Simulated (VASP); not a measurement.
Rh:

```xyz
1
Lattice="0.0000 1.8979 1.8979 1.8979 0.0000 1.8979 1.8979 1.8979 0.0000" Properties=species:S:1:pos:R:3 pbc="T T T"
Rh    0.0000    0.0000    0.0000
```

Base run:

* Program: VASP 6.6.1
* Functional: BLYP
* Potentials or basis: VASP PAW PBE potentials, release 64 (Rh_pv)
* Cutoff: 500 eV
* k mesh: 14 × 14 × 14
* Occupations: methfessel-paxton, width 0.1 eV
* Spin: no spin polarisation

Its results: band gap on the k mesh zero (an odd number of electrons rules out a gap without spin polarisation); pressure 22.1 GPa.

**Question.** The run is repeated on the same cell with these changes: functional from BLYP to revPBE. What comes out?

**Answer.** Band gap on the k mesh zero (an odd number of electrons rules out a gap without spin polarisation); pressure 11.2 GPa.

Caveats: the cell stands under pressure; the PAW data sets were made with another functional, which shifts forces and pressure a little.
